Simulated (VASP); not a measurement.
# V (Im-3m) in VASP: further runs

V is run at these levels: LDA; tasks: electric field gradients.

Everything below comes from runs of VASP 6.6.1. Logs are shortened: lines on timing, memory, paths and dates and some standing lists are left out, and cuts for length are marked.

## Step 1: The cell of the first run

The structure is cubic, space group Im-3m (No. 229). Conventional cell: a = 2.925 Å, b = 2.925 Å, c = 2.925 Å, α = 90.00°, β = 90.00°, γ = 90.00°. V (site symmetry m-3m) has 14 V at 2.53 to 2.93 Å within 3.3 Å.

## Step 2: Electric field gradients, LDA

Contents of INCAR:

```
SYSTEM = V
PREC = Accurate
ENCUT = 400
EDIFF = 1E-8
ISMEAR = 0
SIGMA = 0.05
LREAL = .False.
LASPH = .True.
NELM = 120
ALGO = Normal
ISIF = 2
LWAVE = .False.
LCHARG = .False.
GGA = CA
LEFG = .True.
NBANDS = 12
GGA_COMPAT = .False.
```

Contents of KPOINTS:

```
Automatic mesh
0
Gamma
  22 22 22
  0 0 0
```

Contents of POSCAR:

```
V
1.0
   -1.4627399321      1.4627399321      1.4627399321
    1.4627399321     -1.4627399321      1.4627399321
    1.4627399321      1.4627399321     -1.4627399321
V
1
Direct
    0.0000000000      0.0000000000      0.0000000000
```

Potentials or basis: VASP PAW LDA potentials, release 64 (V_sv).

On the command line:

```bash
> cat potpaw_LDA.64/V_sv/POTCAR > POTCAR
> mpirun -np 1 vasp_std > vasp.out
```

OUTCAR:

```text
SYSTEM = V
   PREC = Accurate
   ENCUT = 400
   EDIFF = 1E-8
   ISMEAR = 0
   LREAL = .False.
   LASPH = .True.
   NELM = 120
   ISIF = 2
   GGA = CA

 ion  position               nearest neighbor table
   1  0.000  0.000  0.000-

  LATTYP: Found a body centered cubic cell.
 ALAT       =     2.9254798642

  Lattice vectors:

 A1 = (  -1.4627399321,   1.4627399321,   1.4627399321)
 A2 = (   1.4627399321,  -1.4627399321,   1.4627399321)
 A3 = (   1.4627399321,   1.4627399321,  -1.4627399321)

Analysis of symmetry for initial positions (statically):
=====================================================================
 Subroutine PRICEL returns:
 Original cell was already a primitive cell.

 Routine SETGRP: Setting up the symmetry group for a
 body centered cubic supercell.

 Subroutine GETGRP returns: Found 48 space group operations
 (whereof 48 operations were pure point group operations)
 out of a pool of 48 trial point group operations.

The static configuration has the point symmetry O_h .

Analysis of symmetry for dynamics (positions and initial velocities):
=====================================================================
 Subroutine PRICEL returns:
 Original cell was already a primitive cell.

 Routine SETGRP: Setting up the symmetry group for a
 body centered cubic supercell.

 Subroutine GETGRP returns: Found 48 space group operations
 (whereof 48 operations were pure point group operations)
 out of a pool of 48 trial point group operations.

The dynamic configuration has the point symmetry O_h .

 Subroutine INISYM returns: Found 48 space group operations
 (whereof 48 operations are pure point group operations),
 and found     1 'primitive' translations

----------------------------------------------------------------------------------------

                                     Primitive cell

  volume of cell :      12.5188

  direct lattice vectors                    reciprocal lattice vectors
    -1.462739932  1.462739932  1.462739932     0.000000000  0.341824264  0.341824264
[... 127 lines left out ...]
  ext. energy  EPLUGINS =         0.00000000
  ---------------------------------------------------
  free energy    TOTEN  =        -9.95021645 eV

  energy without entropy =       -9.94832812  energy(sigma->0) =       -9.94927228

 E-fermi :  10.4405     XC(G=0): -13.6344

 val. band max:       10.4394047629   @ k =  -0.3182   0.4091   0.1364
 cond. band min:      10.4407757197   @ k =   0.2273   0.0000   0.0000
 fundamental gap:      0.0013709568
 Fermi energy:        10.4404829600

 k-point     1 :       0.0000    0.0000    0.0000
  band No.  band energies     occupation
      1     -52.4468      2.00000
      2     -26.0186      2.00000
      3     -26.0186      2.00000
      4     -26.0186      2.00000
      5       3.7717      2.00000
      6      10.8309      0.00000
      7      10.8309      0.00000
      8      10.8309      0.00000
      9      13.0188      0.00000
     10      13.0188      0.00000
     11      31.5404      0.00000
     12      31.5404      0.00000
[... 331 lines left out ...]
 k-point    24 :       0.1364    0.0909    0.0000
  band No.  band energies     occupation
      1     -52.3535      2.00000
      2     -26.4225      2.00000
      3     -26.1215      2.00000
      4     -26.0501      2.00000
      5       5.3251      2.00000
      6      10.2706      2.00000
      7      10.3939      1.81209
      8      12.0915      0.00000
      9      12.5092      0.00000
     10      13.1696      0.00000
     11      29.3670      0.00000
     12      30.4180      0.00000

 [... further k-points ...]

------------------------ aborting loop because EDIFF is reached ----------------------------------------

  FORCE on cell =-STRESS in cart. coord.  units (eV):
  Direction    XX          YY          ZZ          XY          YZ          ZX
  --------------------------------------------------------------------------------------
  -------------------------------------------------------------------------------------
  Total       -0.0763105     -0.0763105     -0.0763105      0.0000000      0.0000000     -0.0000000
  in kB       -9.7663819     -9.7663819     -9.7663819      0.0000000      0.0000000     -0.0000000
  external PRESSURE =      -9.7663819 kB  Pullay stress =       0.0000000 kB

 VOLUME and BASIS-vectors are now :
 -----------------------------------------------------------------------------
  energy-cutoff  :      400.00
  volume of cell :       12.52
      direct lattice vectors                 reciprocal lattice vectors
    -1.462739932  1.462739932  1.462739932     0.000000000  0.341824264  0.341824264
     1.462739932 -1.462739932  1.462739932     0.341824264  0.000000000  0.341824264
     1.462739932  1.462739932 -1.462739932     0.341824264  0.341824264  0.000000000

 POSITION                                       TOTAL-FORCE (eV/Angst)
 -----------------------------------------------------------------------------------
      0.00000      0.00000      0.00000         0.000000     -0.000000      0.000000
 -----------------------------------------------------------------------------------
    total drift:                                0.000000      0.000000      0.000000

  FREE ENERGIE OF THE ION-ELECTRON SYSTEM (eV)
  ---------------------------------------------------
  free  energy   TOTEN  =        -9.9502164489 eV

  energy  without entropy=       -9.9483281197  energy(sigma->0) =       -9.94927228

 Electric field gradients (V/A^2)
---------------------------------------------------------------------
 ion       V_xx      V_yy      V_zz      V_xy      V_xz      V_yz
---------------------------------------------------------------------
   1       0.000    -0.000    -0.000    -0.004    -0.004    -0.004
---------------------------------------------------------------------

 Electric field gradients after diagonalization (V/A^2)
 (convention: |V_zz| > |V_xx| > |V_yy|)
----------------------------------------------------------------------
 ion       V_xx      V_yy      V_zz     asymmetry (V_yy - V_xx)/ V_zz
----------------------------------------------------------------------
   1       0.004     0.004    -0.008       0.000
----------------------------------------------------------------------

           NMR quadrupolar parameters

 Cq : quadrupolar parameter    Cq=e*Q*V_zz/h
 eta: asymmetry parameters     (V_yy - V_xx)/ V_zz
 Q  : nuclear electric quadrupole moment in mb (millibarn)
----------------------------------------------------------------------
 ion       Cq(MHz)       eta       Q (mb)
----------------------------------------------------------------------
   1      -0.000       0.000       1.000
----------------------------------------------------------------------
```

It took 12 s on 1 thread of Intel Xeon 6975P-C (Granite Rapids), shared host; peak memory 0.13 GiB.

Results:

```
Free energy : -9.9502 eV
Pressure    : -1.0 GPa
```

Caveat: without QUAD_EFG the Cq values of the log hold for a quadrupole moment of 1 mb, not for the nuclei.

## Step 3: Electric field gradients, LDA

This run uses another cell than the first one, of 13.89 Å³/atom, 1.110 times its volume.

Contents of INCAR:

```
SYSTEM = V
ALGO = Normal
EDIFF = 1E-8
ENCUT = 400
GGA = CA
GGA_COMPAT = .FALSE.
ISIF = 2
ISMEAR = 0
LASPH = .TRUE.
LCHARG = .FALSE.
LEFG = .TRUE.
LREAL = .FALSE.
LWAVE = .FALSE.
NBANDS = 12
NELM = 120
PREC = Accurate
SIGMA = 0.05
```

Contents of KPOINTS:

```
k-points
0
G
  22 22 22
  0 0 0
```

Contents of POSCAR:

```
V
1.0
   -1.5143500000      1.5143500000      1.5143500000
    1.5143500000     -1.5143500000      1.5143500000
    1.5143500000      1.5143500000     -1.5143500000
V
1
Direct
    0.0000000000      0.0000000000      0.0000000000
```

Potentials or basis: VASP PAW LDA potentials, release 64 (V_sv).

On the command line:

```bash
> cat potpaw_LDA.64/V_sv/POTCAR > POTCAR
> mpirun -np 1 vasp_std > vasp.out
```

OUTCAR:

```text
SYSTEM = V
   EDIFF = 1E-8
   ENCUT = 400
   GGA = CA
   ISIF = 2
   ISMEAR = 0
   LASPH = .TRUE.
   LREAL = .FALSE.
   NELM = 120
   PREC = Accurate

 ion  position               nearest neighbor table
   1  0.000  0.000  0.000-

  LATTYP: Found a body centered cubic cell.
 ALAT       =     3.0287000000

  Lattice vectors:

 A1 = (  -1.5143500000,   1.5143500000,   1.5143500000)
 A2 = (   1.5143500000,  -1.5143500000,   1.5143500000)
 A3 = (   1.5143500000,   1.5143500000,  -1.5143500000)

Analysis of symmetry for initial positions (statically):
[... 567 lines left out ...]
  ---------------------------------------------------
  free  energy   TOTEN  =        -9.8717688055 eV

  energy  without entropy=       -9.8694223588  energy(sigma->0) =       -9.87059558

 Electric field gradients (V/A^2)
---------------------------------------------------------------------
 ion       V_xx      V_yy      V_zz      V_xy      V_xz      V_yz
---------------------------------------------------------------------
   1      -0.000     0.000     0.000     0.002     0.002     0.002
---------------------------------------------------------------------

 Electric field gradients after diagonalization (V/A^2)
 (convention: |V_zz| > |V_xx| > |V_yy|)
----------------------------------------------------------------------
 ion       V_xx      V_yy      V_zz     asymmetry (V_yy - V_xx)/ V_zz
----------------------------------------------------------------------
   1      -0.002    -0.002     0.004       0.000
----------------------------------------------------------------------

           NMR quadrupolar parameters

 Cq : quadrupolar parameter    Cq=e*Q*V_zz/h
 eta: asymmetry parameters     (V_yy - V_xx)/ V_zz
 Q  : nuclear electric quadrupole moment in mb (millibarn)
----------------------------------------------------------------------
 ion       Cq(MHz)       eta       Q (mb)
----------------------------------------------------------------------
   1       0.000       0.000       1.000
----------------------------------------------------------------------
```

OSZICAR:

```text
N       E                     dE             d eps       ncg     rms          rms(c)
DAV:   1     0.755861190344E+02    0.75586E+02   -0.61301E+03  7932   0.981E+02
DAV:   2    -0.102670103737E+02   -0.85853E+02   -0.83451E+02  8088   0.294E+02
DAV:   3    -0.113684920417E+02   -0.11015E+01   -0.10989E+01  8748   0.390E+01
DAV:   4    -0.113737297473E+02   -0.52377E-02   -0.52375E-02  8468   0.283E+00
DAV:   5    -0.113737834687E+02   -0.53721E-04   -0.53720E-04  8688   0.272E-01    0.178E+01
DAV:   6    -0.990643460077E+01    0.14673E+01   -0.35520E+00  8176   0.306E+01    0.134E+00
DAV:   7    -0.988328944442E+01    0.23145E-01   -0.43999E-02  8148   0.289E+00    0.972E-01
DAV:   8    -0.987175216606E+01    0.11537E-01   -0.54300E-03  8700   0.113E+00    0.822E-02
DAV:   9    -0.987176715560E+01   -0.14990E-04   -0.48974E-04  7988   0.343E-01    0.663E-02
DAV:  10    -0.987176955472E+01   -0.23991E-05   -0.37885E-05  8508   0.105E-01    0.719E-03
DAV:  11    -0.987176885197E+01    0.70275E-06   -0.24052E-06  8220   0.254E-02    0.255E-03
DAV:  12    -0.987176881692E+01    0.35048E-07   -0.19486E-08  7808   0.177E-03    0.101E-03
DAV:  13    -0.987176880525E+01    0.11673E-07   -0.30621E-09  4264   0.905E-04    0.111E-04
DAV:  14    -0.987176880547E+01   -0.22055E-09   -0.11378E-10  4028   0.147E-04
   1 F= -.98717688E+01 E0= -.98705956E+01  d E =-.234645E-02
```

It took 13 s on 1 thread of Intel Xeon 6975P-C (Granite Rapids), shared host; peak memory 0.14 GiB.

Results:

* Free energy: -9.8718 eV
* Pressure: -18.9 GPa

Levels at points of the mesh, in eV from the Fermi level:
```csv
k point,band 3,band 4,band 5,band 6,band 7,band 8,band 9,band 10,band 11,band 12
"(0.00, 0.00, 0.00)",-36.75,-36.75,-6.45,0.38,0.38,0.38,2.30,2.30,20.31,20.31
"(0.50, 0.00, 0.00)",-37.01,-36.75,-3.07,-1.09,1.63,2.30,2.63,3.96,9.80,15.72
"(0.50, 0.50, 0.50)",-37.32,-37.32,-2.87,-2.87,3.58,3.58,3.58,9.93,9.93,9.93
```

Caveat: without QUAD_EFG the Cq values of the log hold for a quadrupole moment of 1 mb, not for the nuclei.
